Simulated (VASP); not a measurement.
# ZrH5 (C2/m) in VASP: single point with PBE

Aim: the single point of ZrH5 with PBE.

Program: VASP 6.6.1. These are calculated values, not measurements. Logs are shortened: lines on timing, memory, paths and dates and some standing lists are left out, and cuts for length are marked.

### Step 1. The cell of the first run

It takes space group C2/m (No. 12, monoclinic). The conventional cell has a = 4.795 Å, b = 4.476 Å, c = 3.777 Å, α = 90.00°, β = 111.58°, γ = 90.00°. Within 2.5 Å of Zr (site symmetry 2/m) lie 12 H at 1.89 to 2.45 Å. Within 2.5 Å of H (site symmetry 2/m) lie 8 H at 1.89 to 2.45 Å and 4 Zr at 2.24 to 2.40 Å. H (site symmetry 2/m) has 4 H at 1.64 Å and 2 Zr at 1.89 Å within 2.2 Å. Within 2.2 Å of H (site symmetry 2/m) lie 6 H at 1.64 to 1.89 Å. Within 2.2 Å of H (site symmetry -1) lie 6 H at 1.64 to 2.14 Å and 2 Zr at 2.14 Å.

### Step 2. Single point, PBE

The input, INCAR:

```
PREC = Accurate
ENCUT = 500
EDIFF = 1E-6
ISMEAR = 0
SIGMA = 0.2
LREAL = F
LASPH = T
NELM = 120
ALGO = Normal
ISIF = 2
LWAVE = F
LCHARG = F
GGA = PE
NBANDS = 18
GGA_COMPAT = F
```

The input, KPOINTS:

```
Automatic mesh
0
Gamma
  5 5 3
```

The input, POSCAR:

```
ZrH5
1.0
    2.3972937872     -2.2382131829     -0.0141373166
    2.3972937872      2.2382131829     -0.0141373166
   -1.3684261178      0.0000000000      3.5208696662
Zr H
1 5
Direct
    0.0000000000      0.0000000000      0.0000000000
    0.5000000000      0.5000000000      0.0000000000
    0.0000000000      0.0000000000      0.5000000000
    0.5000000000      0.5000000000      0.5000000000
    0.0000000000      0.5000000000      0.5000000000
    0.5000000000      0.0000000000      0.5000000000
```

Potentials or basis: VASP PAW PBE potentials, release 64 (Zr_sv, H).

Launch:

```console
cat potpaw_PBE.64/Zr_sv/POTCAR potpaw_PBE.64/H/POTCAR > POTCAR
mpirun -np 1 vasp_std > vasp.out
```

OUTCAR:

```text
PREC = Accurate
   ENCUT = 500
   EDIFF = 1E-6
   ISMEAR = 0
   LREAL = F
   LASPH = T
   NELM = 120
   ISIF = 2
   GGA = PE

 ion  position               nearest neighbor table
   1  0.000  0.000  0.000-   3 1.89   3 1.89   6 2.14   5 2.14   5 2.14   6 2.14   2 2.24   2 2.24

   2  0.500  0.500  0.000-   1 2.24   1 2.24
   3  0.000  0.000  0.500-   1 1.89   1 1.89
   4  0.500  0.500  0.500-
   5  0.000  0.500  0.500-   1 2.14   1 2.14
   6  0.500  0.000  0.500-   1 2.14   1 2.14

  LATTYP: Found a base centered monoclinic cell.
 ALAT       =     4.7946709442
 B/A-ratio  =     0.9336253557
 C/A-ratio  =     0.7878430083
 COS(beta)  =    -0.3677523121

  Lattice vectors:

 A1 = (   2.3972937872,  -2.2382131829,  -0.0141373166)
 A2 = (   2.3972937872,   2.2382131829,  -0.0141373166)
 A3 = (  -1.3684261178,   0.0000000000,   3.5208696662)

Analysis of symmetry for initial positions (statically):
=====================================================================
 Subroutine PRICEL returns:
 Original cell was already a primitive cell.

 Routine SETGRP: Setting up the symmetry group for a
 base centered monoclinic supercell.

 Subroutine GETGRP returns: Found  4 space group operations
 (whereof  4 operations were pure point group operations)
 out of a pool of  4 trial point group operations.

The static configuration has the point symmetry C_2h.

Analysis of symmetry for dynamics (positions and initial velocities):
=====================================================================
 Subroutine PRICEL returns:
 Original cell was already a primitive cell.

 Routine SETGRP: Setting up the symmetry group for a
 base centered monoclinic supercell.

 Subroutine GETGRP returns: Found  4 space group operations
 (whereof  4 operations were pure point group operations)
 out of a pool of  4 trial point group operations.

The dynamic configuration has the point symmetry C_2h.

 Subroutine INISYM returns: Found  4 space group operations
 (whereof  4 operations are pure point group operations),
 and found     1 'primitive' translations

----------------------------------------------------------------------------------------

                                     Primitive cell

  volume of cell :      37.6969

  direct lattice vectors                    reciprocal lattice vectors
     2.397293787 -2.238213183 -0.014137317     0.209047653 -0.223392483  0.081248752
     2.397293787  2.238213183 -0.014137317     0.209047653  0.223392483  0.081248752
    -1.368426118  0.000000000  3.520869666     0.001678774  0.000000000  0.284673213

  length of vectors
     3.279758469  3.279758469  3.777447981     0.316554075  0.316554075  0.284678162

  position of ions in fractional coordinates (direct lattice)
     0.000000000  0.000000000  0.000000000
     0.500000000  0.500000000  0.000000000
     0.000000000  0.000000000  0.500000000
     0.500000000  0.500000000  0.500000000
     1.000000000  0.500000000  0.500000000
     0.500000000  1.000000000  0.500000000

  ion indices of the primitive-cell ions
   primitive index   ion index
                 1           1
                 2           2
                 3           3
                 4           4
                 5           5
                 6           6

----------------------------------------------------------------------------------------

 KPOINTS: Automatic mesh

Automatic generation of k-mesh.
 Grid dimensions read from file:
 generate k-points for:    5    5    3

 Generating k-lattice:

  Cartesian coordinates                     Fractional coordinates (reciprocal lattice)
     0.041809531 -0.044678497  0.016249750     0.200000000 -0.000000000  0.000000000
     0.041809531  0.044678497  0.016249750    -0.000000000  0.200000000  0.000000000
     0.000559591  0.000000000  0.094891071     0.000000000  0.000000000  0.333333333

  Length of vectors
     0.063310815  0.063310815  0.094892721

  Shift w.r.t. Gamma in fractional coordinates (k-lattice)
     0.000000000  0.000000000  0.000000000

 Subroutine IBZKPT returns following result:
 ===========================================

 Found     24 irreducible k-points:

 Following reciprocal coordinates:
            Coordinates               Weight
  0.000000  0.000000  0.000000      1.000000
  0.200000 -0.000000  0.000000      4.000000
  0.400000  0.000000  0.000000      4.000000
  0.200000  0.200000  0.000000      2.000000
  0.400000  0.200000  0.000000      4.000000
 -0.400000  0.200000 -0.000000      4.000000
[... 16 lines left out ...]
 -0.200000 -0.400000  0.333333      4.000000
 -0.200000 -0.200000  0.333333      2.000000
   k-points           NKPTS =     24   k-points in BZ     NKDIM =     24   number of bands    NBANDS=     18
   number of dos      NEDOS =    301   number of ions     NIONS =      6
   total plane-waves  NPLWV =  16128
   dimension x,y,z NGX =    24 NGY =   24 NGZ =   28
   dimension x,y,z NGXF=    48 NGYF=   48 NGZF=   56
   ions per type =               1   5
   NGX,Y,Z   is equivalent  to a cutoff of  12.17, 12.17, 12.32 a.u.
   NGXF,Y,Z  is equivalent  to a cutoff of  24.33, 24.33, 24.65 a.u.
 SYSTEM =  unknown system
   PREC   = accura    normal or accurate (medium, high low for compatibility)
   ISTART =      0    job   : 0-new  1-cont  2-samecut
   ICHARG =      2    charge: 1-file 2-atom 10-const
   ISPIN  =      1    spin polarized calculation?
   LNONCOLLINEAR =      F non collinear calculations
   LSORBIT =      F    spin-orbit coupling
   LASPH  =      T    aspherical Exc in radial PAW
   ENCUT  =  500.0 eV  36.75 Ry    6.06 a.u.   5.98  5.98  6.89*2*pi/ulx,y,z
   NELM   =    120;   NELMIN=  2; NELMDL= -5     # of ELM steps
   EDIFF  = 0.1E-05   stopping-criterion for ELM
   LREAL  =      F    real-space projection
   EDIFFG = 0.1E-04   stopping-criterion for IOM
   NSW    =      0    number of steps for IOM
   IBRION =     -1    ionic relax: 0-MD 1-quasi-New 2-CG
   NFREE  =      0    steps in history (QN), initial steepest desc. (CG)
   ISIF   =      2    stress and relaxation
   ISYM   =      2    0-nonsym 1-usesym 2-fastsym
   POTIM  = 0.5000    time-step for ionic-motion
   TEBEG  =    0.0;   TEEND  =   0.0 temperature during run
   PSTRESS=    0.0 pullay stress
   NELECT =      17.0000    total number of electrons
   NUPDOWN=      -1.0000    fix difference up-down
   EMIN   =  10.00;   EMAX   =-10.00  energy-range for DOS
   EFERMI =   0.00;   METHOD = LEGACY
   ISMEAR =     0;   SIGMA  =   0.20  broadening in eV -4-tet -1-fermi 0-gaus
   EFERMI_NEDOS =   21; number of points for ismear=-14 and -15
   IALGO  =     38    algorithm
   IMIX   =      4    mixing-type and parameters
     AMIX     =   0.40;   BMIX     =  1.00
     AMIX_MAG =   1.60;   BMIX_MAG =  1.00
  volume/ion in A,a.u.               =       6.28        42.40
  Fermi-wavevector in a.u.,A,eV,Ry     =   1.255420  2.372400 21.443868  1.576080
  Thomas-Fermi vector in A             =   2.389178
   LORBIT       =      0    0 simple, 1 ext, 2 COOP (PROOUT), +10 PAW based schemes
   GGA     = PE    functional components
   LHFCALC =     F    Hartree Fock is set to
   AEXX    =    0.0000 exact exchange contribution
   IVDW    =     0    specifies the selected vdW correction
   LEPSILON=     F    determine dielectric tensor
   LRPA    =     F    only Hartree local field effects (RPA)
 non-spin polarized calculation
 Gauss-broadening in eV      SIGMA  =   0.20
  energy-cutoff  :      500.00
  volume of cell :       37.70
 maximum number of plane-waves:       971
   NGX = 11   NGY = 11   NGZ = 13

 number of electron      16.9999999 magnetization

 Free energy of the ion-electron system (eV)
  ---------------------------------------------------
  ext. energy  EPLUGINS =         0.00000000
  ---------------------------------------------------
  free energy    TOTEN  =       -22.92648019 eV

  energy without entropy =      -22.89286428  energy(sigma->0) =      -22.90967223

 E-fermi :   6.4559     XC(G=0): -11.0142

 val. band max:        6.3782760804   @ k =  -0.2000  -0.2000   0.3333
 cond. band min:       6.5360524663   @ k =   0.0000   0.0000   0.0000
 fundamental gap:      0.1577763859
 Fermi energy:         6.4559416647

 k-point     1 :       0.0000    0.0000    0.0000
  band No.  band energies     occupation
      1     -42.8160      2.00000
      2     -20.8098      2.00000
      3     -20.7211      2.00000
      4     -20.5828      2.00000
      5      -4.8683      2.00000
      6       1.2719      2.00000
[... 10 lines left out ...]
     17      17.2736      0.00000
     18      18.2970      0.00000

 k-point     2 :       0.2000   -0.0000    0.0000
  band No.  band energies     occupation
      1     -42.8028      2.00000
      2     -20.8373      2.00000
      3     -20.8044      2.00000
      4     -20.6163      2.00000
      5      -4.2384      2.00000
      6       1.2386      2.00000
[... 10 lines left out ...]
     17      17.8569      0.00000
     18      19.4042      0.00000

 k-point     3 :       0.4000    0.0000    0.0000
  band No.  band energies     occupation
      1     -42.7814      2.00000
      2     -21.0763      2.00000
      3     -20.7956      2.00000
      4     -20.6094      2.00000
      5      -2.5898      2.00000
      6      -0.2835      2.00000
[... 10 lines left out ...]
     17      18.9006      0.00000
     18      19.5451      0.00000

 k-point     4 :       0.2000    0.2000    0.0000
  band No.  band energies     occupation
      1     -42.7901      2.00000
      2     -20.8461      2.00000
      3     -20.8012      2.00000
      4     -20.7405      2.00000
      5      -3.6519      2.00000
      6       1.0855      2.00000
[... 375 lines left out ...]
      4     -20.8175      2.00000
      5      -1.1895      2.00000
      6       1.4988      2.00000
[... 10 lines left out ...]
     17      18.5274      0.00000
     18      20.1336      0.00000

 k-point    23 :      -0.2000   -0.4000    0.3333
  band No.  band energies     occupation
      1     -42.7636      2.00000
      2     -21.0475      2.00000
      3     -20.8921      2.00000
      4     -20.7364      2.00000
      5      -2.0633      2.00000
      6       0.8909      2.00000
[... 10 lines left out ...]
     17      18.3709      0.00000
     18      20.2389      0.00000

 k-point    24 :      -0.2000   -0.2000    0.3333
  band No.  band energies     occupation
      1     -42.7838      2.00000
      2     -20.9472      2.00000
      3     -20.8319      2.00000
      4     -20.7187      2.00000
      5      -3.2032      2.00000
      6       2.1622      2.00000
[... 10 lines left out ...]
     17      18.1473      0.00000
     18      19.2198      0.00000

------------------------ aborting loop because EDIFF is reached ----------------------------------------

  FORCE on cell =-STRESS in cart. coord.  units (eV):
  Direction    XX          YY          ZZ          XY          YZ          ZX
  --------------------------------------------------------------------------------------
  -------------------------------------------------------------------------------------
  Total       -0.0865958     -0.0429923     -0.1094413      0.0000000      0.0000000     -0.0345633
  in kB       -3.6804526     -1.8272388     -4.6514237      0.0000000      0.0000000     -1.4689940
  external PRESSURE =      -3.3863717 kB  Pullay stress =       0.0000000 kB

 VOLUME and BASIS-vectors are now :
 -----------------------------------------------------------------------------
  energy-cutoff  :      500.00
  volume of cell :       37.70
      direct lattice vectors                 reciprocal lattice vectors
     2.397293787 -2.238213183 -0.014137317     0.209047653 -0.223392483  0.081248752
     2.397293787  2.238213183 -0.014137317     0.209047653  0.223392483  0.081248752
    -1.368426118  0.000000000  3.520869666     0.001678774  0.000000000  0.284673213

 POSITION                                       TOTAL-FORCE (eV/Angst)
 -----------------------------------------------------------------------------------
      0.00000      0.00000      0.00000        -0.000000     -0.000000      0.000000
      2.39729      0.00000     -0.01414         0.000000     -0.000000      0.000000
     -0.68421      0.00000      1.76043        -0.000000     -0.000000      0.000000
      1.71308      0.00000      1.74630         0.000000     -0.000000      0.000000
      0.51443      1.11911      1.75337         0.000000     -0.000000      0.000000
      0.51443     -1.11911      1.75337         0.000000      0.000000      0.000000
 -----------------------------------------------------------------------------------
    total drift:                                0.000000     -0.000000      0.000000

  FREE ENERGIE OF THE ION-ELECTRON SYSTEM (eV)
  ---------------------------------------------------
  free  energy   TOTEN  =       -22.9264801913 eV

  energy  without entropy=      -22.8928642757  energy(sigma->0) =      -22.90967223
```

Wall time 14 s (1 thread of AMD EPYC 7R43 (Zen 3), shared host); peak memory 0.11 GiB.

What came out:

```
Free energy : -22.9265 eV
Pressure    : -0.3 GPa
```

Stress tensor (GPa, compression positive):
```
-0.37  0.00 -0.15
 0.00 -0.18  0.00
-0.15  0.00 -0.47
```

Levels at points of the mesh, in eV from the Fermi level:
| k point | band 4 | band 5 | band 6 | band 7 | band 8 | band 9 | band 10 | band 11 | band 12 | band 13 |
| --- | --- | --- | --- | --- | --- | --- | --- | --- | --- | --- |
| (0.00, 0.00, 0.00) | -27.04 | -11.32 | -5.18 | -2.97 | -1.25 | 0.08 | 2.97 | 5.06 | 5.35 | 6.40 |

Caveat: the k points lie up to 0.60 Å⁻¹ apart.
